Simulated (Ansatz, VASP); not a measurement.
# One calculation of TiTe2, two programs

The input INCAR:

```
SYSTEM = TiTe2
PREC = Accurate
ENCUT = 520
EDIFF = 1E-6
ISMEAR = 0
SIGMA = 0.1
LREAL = .FALSE.
LASPH = .TRUE.
NELM = 150
ALGO = Normal
ISIF = 2
LWAVE = .FALSE.
LCHARG = .FALSE.
ISPIN = 2
MAGMOM = 1 1 0 0 0 0
LORBIT = 11
LMAXMIX = 4
LDIPOL = .TRUE.
IDIPOL = 3
DIPOL = 0.5 0.5 0.275
GGA = PE
IVDW = 12
NBANDS = 37
```

Contents of KPOINTS:

```
Automatic mesh
0
G
  6 6 1
  0 0 0
```

File POSCAR:

```
TiTe2
1.0
    3.6850610000      0.0000000000      0.0000000000
   -1.8425310000      3.1913570000      0.0000000000
    0.0000000000      0.0000000000     43.6410600000
Ti Te
2 4
Direct
    0.0000000000      0.0000000000      0.2011800000
    0.0000000000      0.0000000000      0.3487610000
    0.6666670000      0.3333330000      0.2409120000
    0.3333330000      0.6666670000      0.1607040000
    0.3333330000      0.6666670000      0.3090290000
    0.6666670000      0.3333330000      0.3892370000
```

Input for Ansatz:

```yaml
crystal:
  lattice:
    - [3.685061, 0.0, 0.0]
    - [-1.842531, 3.191357, 0.0]
    - [0.0, 0.0, 43.64106]
  atoms:
    - { symbol: Ti, position: [0.0, 0.0, 0.20118], spin: 1.0 }
    - { symbol: Ti, position: [0.0, 0.0, 0.348761], spin: 1.0 }
    - { symbol: Te, position: [0.666667, 0.333333, 0.240912] }
    - { symbol: Te, position: [0.333333, 0.666667, 0.160704] }
    - { symbol: Te, position: [0.333333, 0.666667, 0.309029] }
    - { symbol: Te, position: [0.666667, 0.333333, 0.389237] }
  periodic: [true, true, false]
basis:
  ecutwfc: 420
kpoints:
  mp_grid: { grid: [6, 6, 1] }
hamiltonian:
  xc: pbe
  dispersion: d3bj
scf:
  occupations: { method: gaussian, width: 0.1 }
  lower_state_search: "off"
output:
  forces: true
  stress: true
  eigenvalues: true
  populations: true
magnetization:
  spin_polarized: true
```

Alike in both runs: task single point; functional PBE; dispersion D3(BJ); k mesh 6 × 6 × 1; occupations gaussian, width 0.1 eV; collinear spin.

|  | VASP | Ansatz |
| --- | --- | --- |
| version | VASP 6.6.1 | Ansatz 0.2.0 |
| potentials or method | VASP PAW PBE potentials, release 64 (Ti_sv, Te), cutoff 520 eV | scalar-relativistic, plane waves, PAW |
| valence electrons in the cell | 48 | 88 |

Ansatz gave:

```
gap on the k mesh at the Fermi level (eV) : none
rms of the force components (eV/Å)        : 0.013
net moment per atom (μB)                  : 0.00
```

**Question.** Which values does VASP return?

**Answer.** gap on the k mesh at the Fermi level (eV): none; rms of the force components (eV/Å): 0.014; net moment per atom (μB): 0.00.

Atom by atom the forces differ by 0.005 eV/Å (rms over components). A gap of «none» marks a metal or a gap that the smearing closes. VASP's potentials hold 48 valence electrons a cell and Ansatz's 88, so a difference there can come from the potentials and not from the codes. Ansatz's warnings: seeded moment not kept, structure snapped to symmetry.

Spin-orbit coupling is off throughout.
